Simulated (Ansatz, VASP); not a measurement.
**One calculation of Al3GaAs4, two programs**

File INCAR:

```
ALGO     = Normal         # electronic algorithm
EDIFF    = 1E-6           # SCF threshold, eV
ENCUT    = 520            # plane-wave cutoff, eV
GGA      = PE             # functional
ISIF     = 2              # what is computed and relaxed
ISMEAR   = 0              # smearing method
LASPH    = T              # aspherical terms in the spheres
LCHARG   = F              # write CHGCAR
LREAL    = F              # projectors in reciprocal space
LWAVE    = F              # write WAVECAR
NBANDS   = 31             # bands
NELM     = 80             # most SCF steps
PREC     = Accurate       # precision mode
SIGMA    = 0.1            # smearing width, eV
```

KPOINTS

```
k-points
0
Gamma
  4 2 2
```

POSCAR

```
Al3GaAs4
1.0
   -4.0552462000      0.0000000000      0.0000000000
    0.0000000000      0.0000000000     -5.7294873000
    0.0000000000     -8.1095034000      0.0000000000
Al Ga As
3 1 4
Direct
    0.0000000000      0.9996520000      0.0000000000
    0.5000000000      0.4999880000      0.7502690000
    0.5000000000      0.4999880000      0.2497310000
    0.0000000000      0.0001580000      0.5000000000
    0.0000000000      0.2508670000      0.2492040000
    0.5000000000      0.7501180000      0.0000000000
    0.0000000000      0.2508670000      0.7507960000
    0.5000000000      0.7483610000      0.5000000000
```

Input for Ansatz:

```yaml
crystal:
  lattice:
    - [-4.0552462, 0.0, 0.0]
    - [0.0, 0.0, -5.7294873]
    - [0.0, -8.1095034, 0.0]
  atoms:
    - { symbol: Al, position: [0.0, 0.999652, 0.0] }
    - { symbol: Al, position: [0.5, 0.499988, 0.750269] }
    - { symbol: Al, position: [0.5, 0.499988, 0.249731] }
    - { symbol: Ga, position: [0.0, 0.000158, 0.5] }
    - { symbol: As, position: [0.0, 0.250867, 0.249204] }
    - { symbol: As, position: [0.5, 0.750118, 0.0] }
    - { symbol: As, position: [0.0, 0.250867, 0.750796] }
    - { symbol: As, position: [0.5, 0.748361, 0.5] }
basis:
  ecutwfc: 420
kpoints:
  mp_grid: { grid: [4, 2, 2] }
hamiltonian:
  xc: pbe
scf:
  occupations: { method: gaussian, width: 0.1 }
  lower_state_search: "off"
output:
  forces: true
  stress: true
  eigenvalues: true
```

Alike in both runs: task single point; functional PBE; k mesh 4 × 2 × 2; occupations gaussian, width 0.1 eV; no spin polarisation.

|  | VASP | Ansatz |
| --- | --- | --- |
| version | VASP 6.6.1 | Ansatz 0.2.0 |
| potentials or method | VASP PAW PBE potentials, release 64 (Al, Ga_d, As), cutoff 520 eV | scalar-relativistic, plane waves, PAW |
| valence electrons in the cell | 42 | 82 |

Ansatz gave:

```
gap on the k mesh at the Fermi level (eV)                     : 1.29
least direct gap on the mesh (eV)                             : 1.29
pressure (GPa)                                                : 0.0
traceless stress, the component that is largest in VASP (GPa) : -0.63
rms of the force components (eV/Å)                            : 0.005
```

Q: What did VASP give for the same quantities?

A: gap on the k mesh at the Fermi level (eV): 1.30; least direct gap on the mesh (eV): 1.30; pressure (GPa): 0.2; traceless stress, the component that is largest in VASP (GPa): -0.63; rms of the force components (eV/Å): 0.006.

Atom by atom the forces differ by 0.001 eV/Å (rms over components). The functional is the same, so the differences come from potentials, cutoffs and numerics. VASP's potentials hold 42 valence electrons a cell and Ansatz's 82, so a difference there can come from the potentials and not from the codes.

The k mesh is coarse, so the values compare programs but aren't converged.
